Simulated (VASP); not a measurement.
# Cu (I4/mmm) in VASP: notebook, part 2 of 2

VASP 6.6.1.

### 3 Single point, r2SCAN

Input file POSCAR:

```
Cu
1.0
   -1.4427933200      1.4427933200      1.3760814500
    1.4427933200     -1.4427933200      1.3760814500
    1.4427933200      1.4427933200     -1.3760814500
Cu
1
Direct
    0.0000000000      0.0000000000      0.0000000000
```

Input file INCAR.step1:

```
SYSTEM = Cu
PREC = Accurate
ENCUT = 520
ISMEAR = 0
SIGMA = 0.15
LREAL = .FALSE.
LASPH = .TRUE.
NELM = 100
NBANDS = 12
GGA = PE
ALGO = Normal
EDIFF = 1E-4
LWAVE = .TRUE.
LCHARG = .FALSE.
```

Input file INCAR.step2:

```
SYSTEM = Cu
PREC = Accurate
ENCUT = 520
EDIFF = 1E-6
ISMEAR = 0
SIGMA = 0.15
LREAL = .FALSE.
LASPH = .TRUE.
NELM = 100
ALGO = Normal
ISIF = 2
LWAVE = .FALSE.
LCHARG = .TRUE.
METAGGA = R2SCAN
LMIXTAU = .TRUE.
LELF = .TRUE.
LVHAR = .TRUE.
NBANDS = 12
ISTART = 1
```

Input file KPOINTS:

```
Automatic mesh
0
G
  26 26 26
  0 0 0
```

Potentials or basis: VASP PAW PBE potentials, release 64 (Cu).

Started as:

```
cat potpaw_PBE.64/Cu/POTCAR > POTCAR
cp INCAR.step1 INCAR
mpirun -np 1 vasp_std > vasp.out
cp INCAR.step2 INCAR
mpirun -np 1 vasp_std > vasp.out
```

OUTCAR:

```text
SYSTEM = Cu
   PREC = Accurate
   ENCUT = 520
   EDIFF = 1E-6
   ISMEAR = 0
   LREAL = .FALSE.
   LASPH = .TRUE.
   NELM = 100
   ISIF = 2
   METAGGA = R2SCAN
   ISTART = 1

 ion  position               nearest neighbor table
   1  0.000  0.000  0.000-

  LATTYP: Found a body centered tetragonal cell.
 ALAT       =     2.8855866400
 C/A-ratio  =     0.9537620052

  Lattice vectors:

 A1 = (  -1.4427933200,   1.4427933200,   1.3760814500)
 A2 = (   1.4427933200,  -1.4427933200,   1.3760814500)
 A3 = (   1.4427933200,   1.4427933200,  -1.3760814500)

Analysis of symmetry for initial positions (statically):
=====================================================================
 Subroutine PRICEL returns:
 Original cell was already a primitive cell.

 Routine SETGRP: Setting up the symmetry group for a
 body centered tetragonal supercell.

 Subroutine GETGRP returns: Found 16 space group operations
 (whereof 16 operations were pure point group operations)
 out of a pool of 16 trial point group operations.

The static configuration has the point symmetry D_4h.

Analysis of symmetry for dynamics (positions and initial velocities):
=====================================================================
 Subroutine PRICEL returns:
 Original cell was already a primitive cell.

 Routine SETGRP: Setting up the symmetry group for a
 body centered tetragonal supercell.

 Subroutine GETGRP returns: Found 16 space group operations
 (whereof 16 operations were pure point group operations)
 out of a pool of 16 trial point group operations.

The dynamic configuration has the point symmetry D_4h.

 Subroutine INISYM returns: Found 16 space group operations
 (whereof 16 operations are pure point group operations),
 and found     1 'primitive' translations

----------------------------------------------------------------------------------------

                                     Primitive cell

  volume of cell :      11.4581

  direct lattice vectors                    reciprocal lattice vectors
    -1.442793320  1.442793320  1.376081450     0.000000000  0.346549983  0.363350585
     1.442793320 -1.442793320  1.376081450     0.346549983  0.000000000  0.363350585
     1.442793320  1.442793320 -1.376081450     0.346549983  0.346549983  0.000000000

  length of vectors
     2.461078074  2.461078074  2.461078074     0.502116060  0.502116060  0.490095685

  position of ions in fractional coordinates (direct lattice)
     0.000000000  0.000000000  0.000000000

  ion indices of the primitive-cell ions
   primitive index   ion index
                 1           1

----------------------------------------------------------------------------------------

 KPOINTS: Automatic mesh

Automatic generation of k-mesh.
 Grid dimensions read from file:
 generate k-points for:   26   26   26

 Generating k-lattice:

  Cartesian coordinates                     Fractional coordinates (reciprocal lattice)
     0.000000000  0.013328845  0.013975023     0.038461538 -0.000000000  0.000000000
     0.013328845  0.000000000  0.013975023    -0.000000000  0.038461538  0.000000000
     0.013328845  0.013328845  0.000000000     0.000000000  0.000000000  0.038461538

  Length of vectors
     0.019312156  0.019312156  0.018849834

  Shift w.r.t. Gamma in fractional coordinates (k-lattice)
     0.000000000  0.000000000  0.000000000

 Subroutine IBZKPT returns following result:
 ===========================================

 Found   1330 irreducible k-points:

 Following reciprocal coordinates:
            Coordinates               Weight
  0.000000  0.000000  0.000000      1.000000
  0.038462  0.000000  0.000000      8.000000
  0.076923  0.000000  0.000000      8.000000
  0.115385  0.000000  0.000000      8.000000
  0.153846  0.000000  0.000000      8.000000
  0.192308 -0.000000  0.000000      8.000000
[... 16 lines left out ...]
  0.346154  0.038462  0.000000     16.000000
  0.384615  0.038462  0.000000     16.000000
 [... further k-points ...]
   k-points           NKPTS =   1330   k-points in BZ     NKDIM =   1330   number of bands    NBANDS=     12
   number of dos      NEDOS =    301   number of ions     NIONS =      1
   total plane-waves  NPLWV =   5832
   dimension x,y,z NGX =    18 NGY =   18 NGZ =   18
   dimension x,y,z NGXF=    36 NGYF=   36 NGZF=   36
   ions per type =               1
   NGX,Y,Z   is equivalent  to a cutoff of  12.16, 12.16, 12.16 a.u.
   NGXF,Y,Z  is equivalent  to a cutoff of  24.32, 24.32, 24.32 a.u.
 SYSTEM =  Cu
   PREC   = accura    normal or accurate (medium, high low for compatibility)
   ISTART =      1    job   : 0-new  1-cont  2-samecut
   ICHARG =      0    charge: 1-file 2-atom 10-const
   ISPIN  =      1    spin polarized calculation?
   LNONCOLLINEAR =      F non collinear calculations
   LSORBIT =      F    spin-orbit coupling
   LASPH  =      T    aspherical Exc in radial PAW
   ENCUT  =  520.0 eV  38.22 Ry    6.18 a.u.   4.58  4.58  4.58*2*pi/ulx,y,z
   NELM   =    100;   NELMIN=  2; NELMDL=  0     # of ELM steps
   EDIFF  = 0.1E-05   stopping-criterion for ELM
   LREAL  =      F    real-space projection
[... 7 lines left out ...]
   TEBEG  =    0.0;   TEEND  =   0.0 temperature during run
   PSTRESS=    0.0 pullay stress
   NELECT =      11.0000    total number of electrons
   NUPDOWN=      -1.0000    fix difference up-down
   EMIN   =  10.00;   EMAX   =-10.00  energy-range for DOS
   EFERMI =   0.00;   METHOD = LEGACY
   ISMEAR =     0;   SIGMA  =   0.15  broadening in eV -4-tet -1-fermi 0-gaus
   EFERMI_NEDOS =   21; number of points for ismear=-14 and -15
   IALGO  =     38    algorithm
   IMIX   =      4    mixing-type and parameters
     AMIX     =   0.40;   BMIX     =  1.00
     AMIX_MAG =   1.60;   BMIX_MAG =  1.00
  volume/ion in A,a.u.               =      11.46        77.32
  Fermi-wavevector in a.u.,A,eV,Ry     =   1.614984  3.051878 35.486359  2.608174
  Thomas-Fermi vector in A             =   2.709805
   LORBIT       =      0    0 simple, 1 ext, 2 COOP (PROOUT), +10 PAW based schemes
   METAGGA = R2SCAN    functional components
   LHFCALC =     F    Hartree Fock is set to
   AEXX    =    0.0000 exact exchange contribution
   IVDW    =     0    specifies the selected vdW correction
   LEPSILON=     F    determine dielectric tensor
   LRPA    =     F    only Hartree local field effects (RPA)
 non-spin polarized calculation
 Gauss-broadening in eV      SIGMA  =   0.15
  energy-cutoff  :      520.00
  volume of cell :       11.46
 maximum number of plane-waves:       327
   NGX =  9   NGY =  9   NGZ =  9

 number of electron      10.9999998 magnetization

 Free energy of the ion-electron system (eV)
  ---------------------------------------------------
  ext. energy  EPLUGINS =         0.00000000
  ---------------------------------------------------
  free energy    TOTEN  =       -10.79192859 eV

  energy without entropy =      -10.78773480  energy(sigma->0) =      -10.78983169

 E-fermi :   7.7739     XC(G=0): -13.9537

 val. band max:        7.7645004181   @ k =   0.5000   0.1923   0.1538
 cond. band min:       7.7747949612   @ k =   0.1923   0.1538   0.1538
 fundamental gap:      0.0102945430
 Fermi energy:         7.7739385561

 k-point     1 :       0.0000    0.0000    0.0000
  band No.  band energies     occupation
      1      -2.1312      2.00000
      2       4.3376      2.00000
      3       4.5320      2.00000
      4       4.5322      2.00000
      5       5.4034      2.00000
      6       5.6062      2.00000
      7      33.6237      0.00000
      8      33.6237      0.00000
      9      34.9399      0.00000
     10      37.9191      0.00000
     11      38.0971      0.00000
     12      38.0972      0.00000

 k-point     2 :       0.0385    0.0000    0.0000
  band No.  band energies     occupation
      1      -2.0694      2.00000
      2       4.3433      2.00000
      3       4.5306      2.00000
      4       4.5377      2.00000
      5       5.4035      2.00000
      6       5.5969      2.00000
      7      33.2570      0.00000
      8      33.4515      0.00000
      9      34.4355      0.00000
     10      36.9836      0.00000
     11      37.1816      0.00000
     12      37.5550      0.00000
[... 316 lines left out ...]
 k-point    24 :       0.3846    0.0385    0.0000
  band No.  band energies     occupation
      1       2.2779      2.00000
      2       3.6909      2.00000
      3       5.3424      2.00000
      4       5.6148      2.00000
      5       5.8094      2.00000
      6       6.3561      2.00000
      7      15.0524      0.00000
      8      25.8609      0.00000
      9      26.5580      0.00000
     10      30.5216      0.00000
     11      33.6139      0.00000
     12      41.7046      0.00000

 [... further k-points ...]

------------------------ aborting loop because EDIFF is reached ----------------------------------------

  FORCE on cell =-STRESS in cart. coord.  units (eV):
  Direction    XX          YY          ZZ          XY          YZ          ZX
  --------------------------------------------------------------------------------------
  -------------------------------------------------------------------------------------
  Total        0.0702948      0.0702948      0.0689129      0.0000000      0.0000000      0.0000000
  in kB        9.8292681      9.8292681      9.6360462      0.0000000      0.0000000      0.0000000
  external PRESSURE =       9.7648608 kB  Pullay stress =       0.0000000 kB

 VOLUME and BASIS-vectors are now :
 -----------------------------------------------------------------------------
  energy-cutoff  :      520.00
  volume of cell :       11.46
      direct lattice vectors                 reciprocal lattice vectors
    -1.442793320  1.442793320  1.376081450     0.000000000  0.346549983  0.363350585
     1.442793320 -1.442793320  1.376081450     0.346549983  0.000000000  0.363350585
     1.442793320  1.442793320 -1.376081450     0.346549983  0.346549983  0.000000000

 POSITION                                       TOTAL-FORCE (eV/Angst)
 -----------------------------------------------------------------------------------
      0.00000      0.00000      0.00000        -0.000000      0.000000     -0.000000
 -----------------------------------------------------------------------------------
    total drift:                                0.000000      0.000000      0.000000

  FREE ENERGIE OF THE ION-ELECTRON SYSTEM (eV)
  ---------------------------------------------------
  free  energy   TOTEN  =       -10.7919285866 eV

  energy  without entropy=      -10.7877348018  energy(sigma->0) =      -10.78983169
```

OUTCAR.step1:

```text
SYSTEM = Cu
   PREC = Accurate
   ENCUT = 520
   ISMEAR = 0
   LREAL = .FALSE.
   LASPH = .TRUE.
   NELM = 100
[... 577 lines left out ...]
 -----------------------------------------------------------------------------------
      0.00000      0.00000      0.00000        -0.000000      0.000000     -0.000000
 -----------------------------------------------------------------------------------
    total drift:                                0.000000      0.000000      0.000000

  FREE ENERGIE OF THE ION-ELECTRON SYSTEM (eV)
  ---------------------------------------------------
  free  energy   TOTEN  =        -3.6796410495 eV

  energy  without entropy=       -3.6753632658  energy(sigma->0) =       -3.67750216
```

OSZICAR.step1:

```text
N       E                     dE             d eps       ncg     rms          rms(c)
DAV:   1     0.427904944402E+02    0.42790E+02   -0.53941E+03 35468   0.155E+03
DAV:   2    -0.325416166766E+01   -0.46045E+02   -0.42516E+02 32988   0.205E+02
DAV:   3    -0.458150295551E+01   -0.13273E+01   -0.13164E+01 36992   0.398E+01
DAV:   4    -0.458944505339E+01   -0.79421E-02   -0.79410E-02 35880   0.274E+00
DAV:   5    -0.458951863155E+01   -0.73578E-04   -0.73578E-04 37092   0.269E-01    0.762E+00
DAV:   6    -0.402315437034E+01    0.56636E+00   -0.13433E+01 37308   0.705E+01    0.368E+00
DAV:   7    -0.369414943554E+01    0.32900E+00   -0.20857E+00 37508   0.276E+01    0.665E-01
DAV:   8    -0.368043892090E+01    0.13711E-01   -0.64927E-03 41860   0.775E-01    0.210E-01
DAV:   9    -0.367963785293E+01    0.80107E-03   -0.47244E-03 36332   0.119E+00    0.292E-02
DAV:  10    -0.367964104950E+01   -0.31966E-05   -0.29138E-05 22484   0.986E-02
   1 F= -.36796410E+01 E0= -.36775022E+01  d E =-.427778E-02
```

Wall time 11 min (1 thread of Intel Xeon 8259CL, shared host); peak memory 0.28 GiB.

Results:

```yaml
Free_energy: -10.7919 eV
Pressure: 1.0 GPa
Band_gap_on_the_k_mesh: zero (an odd number of electrons rules out a gap without spin polarisation)
```

Caveat: the PAW data sets were made with another functional, which shifts forces and pressure a little.
